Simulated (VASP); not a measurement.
**Ta3Ru: single point with LDA**

The system is Ta3Ru.

```
CELL_PARAMETERS angstrom
0.00000 3.17062 3.17062
3.17062 0.00000 3.17062
3.17062 3.17062 0.00000
ATOMIC_POSITIONS crystal
Ta 0.25000 0.25000 0.25000
Ta 0.75000 0.75000 0.75000
Ta 0.50000 0.50000 0.50000
Ru 0.00000 0.00000 0.00000
```

```
Program                : VASP 6.6.1
Task                   : single point
Functional             : LDA
Potentials or basis    : VASP PAW LDA potentials, release 64 (Ta_sv_GW, Ru_sv)
Cutoff                 : 560 eV
k mesh                 : 6 × 6 × 6
Occupations            : gaussian, width 0.1 eV
Spin                   : no spin polarisation
Dipole correction      : no
Further INCAR settings : ALGO = Normal; EDIFF = 1e-06; NBANDS = 36
```

* Pressure: 0.4 GPa
* Band gap on the k mesh: zero (an odd number of electrons rules out a gap without spin polarisation)

Levels at points of the mesh, in eV from the Fermi level:
```tsv
k point	band 26	band 27	band 28	band 29	band 30	band 31
(0.00, 0.00, 0.00)	-0.21	-0.21	-0.21	1.01	1.01	4.68
(0.50, 0.00, 0.00)	-2.00	-1.59	-1.59	1.76	1.76	2.77
(0.50, 0.50, 0.00)	-0.26	0.41	0.79	0.79	0.95	1.84
```

It took 40 s on 1 thread of AMD EPYC 7R13 Processor (Zen 3), with other jobs on the host, peak memory 0.16 GiB.

Caveat: spin-orbit coupling is left out, which moves the levels of the heavy elements.
